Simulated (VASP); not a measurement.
Rh: single point with LDA

The system is Rh.

```
Rh
1.0
     2.51365    0.00000    0.00000
     0.00000    2.51365    0.00000
     0.00000    0.00000    2.51365
Rh
1
Direct
  0.00000 0.00000 0.00000
```

This cell differs from its parent crystal: volume scaled by 1.04.

```json
{
 "Program": "VASP 6.6.1",
 "Task": "single point",
 "Functional": "LDA",
 "Potentials or basis": "VASP PAW LDA potentials, release 64 (Rh_pv)",
 "Cutoff": "520 eV",
 "k mesh": "14 × 14 × 14",
 "Occupations": "fermi-dirac, width 0.1 eV",
 "Spin": "no spin polarisation"
}
```

* Pressure: -7.7 GPa

Levels at points of the mesh, in eV from the Fermi level:
| k point | band 4 | band 5 | band 6 | band 7 | band 8 | band 9 | band 10 | band 11 |
| --- | --- | --- | --- | --- | --- | --- | --- | --- |
| (0.00, 0.00, 0.00) | -6.98 | -5.31 | -5.31 | 0.80 | 0.80 | 0.80 | 16.86 | 16.86 |
| (0.50, 0.00, 0.00) | -4.67 | -4.51 | -1.41 | -1.41 | -0.10 | 1.01 | 6.31 | 17.50 |
| (0.50, 0.50, 0.00) | -5.78 | -3.80 | -0.98 | -0.98 | 2.40 | 5.61 | 5.61 | 13.49 |
| (0.50, 0.50, 0.50) | -4.61 | -4.61 | -4.61 | 2.54 | 2.54 | 10.15 | 12.13 | 12.13 |

Wall time 11 s on 1 thread of Intel(R) Xeon(R) Platinum 8488C (Sapphire Rapids) (shared host), peak memory 0.13 GiB.
